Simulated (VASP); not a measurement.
## B: single point with PBE

Crystal: B.

```
B
1.0
     2.84197    0.00000    0.00000
    -1.42099    2.46122    0.00000
     0.00000    0.00000    6.63641
B
7
Direct
  0.66667 0.33333 0.66381
  0.00000 0.00000 0.75415
  0.66667 0.33333 0.91078
  0.33333 0.66667 0.08922
  0.00000 0.00000 0.24585
  0.33333 0.66667 0.33619
  0.00000 0.00000 0.50000
```

The cell was built from a structure type or drawn by symmetry, and may not be a known phase.

```
Program             : VASP 6.6.1
Task                : single point
Functional          : PBE
Potentials or basis : VASP PAW PBE potentials, release 64 (B)
Cutoff              : 520 eV
k mesh              : 6 × 6 × 4
Occupations         : gaussian, width 0.1 eV
Spin                : no spin polarisation
```

* Pressure: 0.1 GPa
* Largest force: 0.014 eV/Å
* Band gap on the k mesh: zero (an odd number of electrons rules out a gap without spin polarisation)

Forces in eV/Å, atoms in the order of the input:
```
B    0.000  0.000 -0.002
B    0.000  0.000  0.014
B    0.000  0.000  0.010
B    0.000  0.000 -0.010
B    0.000  0.000 -0.014
B    0.000  0.000  0.002
B    0.000  0.000  0.000
```

Stress tensor (GPa, compression positive):
```
-0.01  0.00  0.00
 0.00 -0.01  0.00
 0.00  0.00  0.23
```

Levels at points of the mesh, in eV from the Fermi level:
```
           k point  band 6  band 7  band 8  band 9  band 10  band 11  band 12  band 13  band 14  band 15
(0.00, 0.00, 0.00)   -1.34   -1.34   -0.52   -0.52     4.33     4.33     4.65     4.66     4.66     5.94
(0.50, 0.00, 0.00)   -7.54   -4.74   -4.44   -2.72    -1.30    -0.40     0.28     2.95     3.59     5.75
(0.00, 0.00, 0.50)   -1.38   -1.38   -0.38   -0.38     2.04     3.04     3.04     6.06     6.06     7.32
(0.50, 0.00, 0.50)   -6.20   -5.63   -4.35   -3.81    -3.62     2.05     2.65     3.19     3.29     3.92
```

Run time: 11 s on 1 thread of Intel(R) Xeon(R) 6975P-C (Granite Rapids), with other jobs on the host, peak memory 0.16 GiB.

Caveat: the k points lie up to 0.43 Å⁻¹ apart, too coarse for converged energies and pressures of a metal.
